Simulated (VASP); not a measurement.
S: single point with LDA

S:

```xyz
2
Lattice="0.0000 2.0757 2.0757 2.0757 0.0000 2.0757 2.0757 2.0757 0.0000" Properties=species:S:1:pos:R:3 pbc="T T T"
S    -0.5189   -0.5189   -0.5189
S     0.5189    0.5189    0.5189
```

This cell differs from its parent crystal: volume scaled by 0.4.

| Item | Value |
| --- | --- |
| Program | VASP 6.6.1 |
| Task | single point |
| Functional | LDA |
| Potentials or basis | VASP PAW LDA potentials, release 64 (S) |
| Cutoff | 520 eV |
| k mesh | 13 × 13 × 13 |
| Occupations | fermi-dirac, width 0.05 eV |
| Spin | no spin polarisation |

```json
{
 "Pressure": "186.8 GPa",
 "Band gap on the k mesh": "zero (band 6 reaches 20.55 eV, above the bottom of band 7 at 15.03 eV)"
}
```

Levels at points of the mesh, in eV from the Fermi level:
```csv
k point,band 2,band 3,band 4,band 5,band 6,band 7,band 8,band 9,band 10,band 11
"(0.00, 0.00, 0.00)",-7.79,-7.79,-7.79,-2.78,-2.78,-2.78,1.30,5.54,5.54,8.15
```

Wall time 44 s on 1 thread of AMD EPYC 7R13, on a shared host, peak memory 0.1 GiB.
